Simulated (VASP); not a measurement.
Set up this calculation in VASP 6.6.1, as the native input.

| Quantity | Value |
| --- | --- |
| Task | relaxation of cell and atoms |
| Functional | PBE |
| Potentials or basis | VASP PAW PBE potentials, release 64 (Sn_d) |
| Cutoff | 600 eV |
| k mesh | 14 × 14 × 8 |
| Occupations | fermi-dirac, width 0.1 eV |
| Spin | no spin polarisation |
| Target pressure | 16 GPa |
| Dipole correction | no |
| Further INCAR settings | ALGO = Normal; EDIFF = 1e-06; IBRION = 2; EDIFFG = -0.005; NSW = 32; ISIF = 3 |

The structure of Sn lies in POSCAR:

```
Sn
1.0
    3.1419948702      0.0000000000      0.0000000000
   -1.5709974351      2.7210473762      0.0000000000
    0.0000000000      0.0000000000      5.2839665003
Sn
2
Direct
    0.3333333333      0.6666666667      0.2500000000
    0.6666666667      0.3333333333      0.7500000000
```

This isn't the form of Sn at room conditions, which is tetragonal (white tin).

These files were run (other wordings do the same):

INCAR

```
SYSTEM = Sn
PREC = Accurate
ENCUT = 600
EDIFF = 1E-6
ISMEAR = -1
SIGMA = 0.1
LREAL = .FALSE.
LASPH = .TRUE.
NELM = 80
ALGO = Normal
ISIF = 3
LWAVE = .FALSE.
LCHARG = .FALSE.
GGA = PE
IBRION = 2
NSW = 32
EDIFFG = -0.005
PSTRESS = 160.0
```

KPOINTS

```
regular mesh
0
G
  14 14 8
  0 0 0
```

Potentials or basis: VASP PAW PBE potentials, release 64 (Sn_d).

The run is started by

```sh
$ cat potpaw_PBE.64/Sn_d/POTCAR > POTCAR
$ mpirun -np 1 vasp_std > vasp.out
```

Results of the run:

```yaml
Pressure_after_relaxing: 16.0 GPa
Band_gap_on_the_k_mesh: zero (bands 14 and 15 overlap by 9.99 eV)
```

Caveat: the relaxation stopped at its first step, so nothing moved; the cell is relaxed towards a set pressure, so the run minimises the enthalpy, not the energy; spin-orbit coupling is left out, which moves the levels of the heavy elements.

It took 71 s on 1 thread of Intel(R) Xeon(R) Platinum 8488C (Sapphire Rapids), with other jobs on the host, peak memory 0.24 GiB.
